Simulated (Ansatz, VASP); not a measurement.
Given: the input of a run of VASP 6.6.1 on WS2.

The input INCAR:

```
PREC     = Accurate       # precision mode
ENCUT    = 500            # plane-wave cutoff, eV
EDIFF    = 1E-6           # SCF threshold, eV
ISMEAR   = -1             # smearing method
SIGMA    = 0.03           # smearing width, eV
LREAL    = False          # projectors in reciprocal space
LASPH    = True           # aspherical terms in the spheres
NELM     = 120            # most SCF steps
ALGO     = Normal         # electronic algorithm
ISIF     = 2              # what is computed and relaxed
LWAVE    = False          # write WAVECAR
LCHARG   = True           # write CHGCAR
GGA      = PE             # functional
LELF     = True           # ELF
LVHAR    = True         
NBANDS   = 20             # bands
GGA_COMPAT= False
```

Contents of KPOINTS:

```
Automatic mesh
0
Gamma
  5 5 5
```

The input POSCAR:

```
WS2
1.0
    0.0000000000      3.0079352200      3.0079352200
    3.0079352200      0.0000000000      3.0079352200
    3.0079352200      3.0079352200      0.0000000000
W S
1 2
Direct
    0.0000000000      0.0000000000      0.0000000000
    0.2500000000      0.2500000000      0.2500000000
    0.7500000000      0.7500000000      0.7500000000
```

Potentials or basis: VASP PAW PBE potentials, release 64 (W_sv, S).

Run with:

```sh
$ cat potpaw_PBE.64/W_sv/POTCAR potpaw_PBE.64/S/POTCAR > POTCAR
$ mpirun -np 1 vasp_std > vasp.out
```

Problem. Set up the same calculation for Ansatz 0.2.0. Potentials there: all-electron LAPW, scalar-relativistic.

Solution. As run (the cutoff follows the program's own potentials):

Contents of input.yaml:

```yaml
crystal:
  lattice:
    - [0.0, 3.00793522, 3.00793522]
    - [3.00793522, 0.0, 3.00793522]
    - [3.00793522, 3.00793522, 0.0]
  atoms:
    - { symbol: W, position: [0.0, 0.0, 0.0] }
    - { symbol: S, position: [0.25, 0.25, 0.25] }
    - { symbol: S, position: [0.75, 0.75, 0.75] }
kpoints:
  mp_grid: { grid: [5, 5, 5] }
scf:
  occupations: { method: fermi_dirac, width: 0.03 }
hamiltonian:
  xc: pbe
  pseudopotentials: { kind: all_electron, lapw: { basis_error: 0.002 } }
output:
  forces: true
  stress: true
  eigenvalues: true
```

Potentials or basis: all-electron LAPW, scalar-relativistic.

Launch:

```bash
$ ansatz run input.yaml --threads 2 --pin off --max-ram 6144MiB --backend cpu --events-out ev --progress --plain --runs-dir out
```

Both were run:

|  | VASP | Ansatz | Ansatz less VASP |
| --- | --- | --- | --- |
| gap on the k mesh at the Fermi level (eV) | none | none | - |
| pressure (GPa) | -9.2 | -9.2 | +0.04 |

A gap of «none» marks a metal or a gap that the smearing closes. Ansatz ran all-electron here, and VASP with PAW potentials.

The k mesh is coarse, so the values compare programs but aren't converged. Spin-orbit coupling is off throughout. Noted on Ansatz's run: the k mesh is thin for a metal, which can move the energy by tens of meV per atom.
